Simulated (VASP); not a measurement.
A run of VASP 6.6.1 is set up as follows.

The input INCAR:

```
ALGO     = Normal         # electronic algorithm
EDIFF    = 1E-6           # SCF threshold, eV
ENCUT    = 520            # plane-wave cutoff, eV
ISIF     = 2              # what is computed and relaxed
ISMEAR   = -1             # smearing method
LASPH    = T              # aspherical terms in the spheres
LCHARG   = T              # write CHGCAR
LELF     = T              # ELF
LREAL    = F              # projectors in reciprocal space
LVHAR    = T            
LWAVE    = F              # write WAVECAR
NBANDS   = 15             # bands
NELM     = 80             # most SCF steps
PREC     = Accurate       # precision mode
SIGMA    = 0.05           # smearing width, eV
```

The input KPOINTS:

```
k-points
0
Gamma
  5 5 5
```

POSCAR

```
TaN
1.0
    0.0000000000      2.4911437700      2.4911437700
    2.4911437700      0.0000000000      2.4911437700
    2.4911437700      2.4911437700      0.0000000000
Ta N
1 1
Direct
    0.0000000000      0.0000000000      0.0000000000
    0.2500000000      0.2500000000      0.2500000000
```

Potentials or basis: VASP PAW LDA potentials, release 64 (Ta_pv, N).

Run with:

```sh
$ cat potpaw_LDA.64/Ta_pv/POTCAR potpaw_LDA.64/N/POTCAR > POTCAR
$ mpirun -np 1 vasp_std > vasp.out
```

(1) Estimate the band gap on the k mesh.

(2) Estimate the pressure.

Answers

(1) zero (bands 8 and 9 overlap by 0.60 eV).

(2) -34.2 GPa.

Caveat: the k points lie up to 0.44 Å⁻¹ apart, too coarse for converged energies and pressures of a metal; spin-orbit coupling is left out, which moves the levels of the heavy elements.
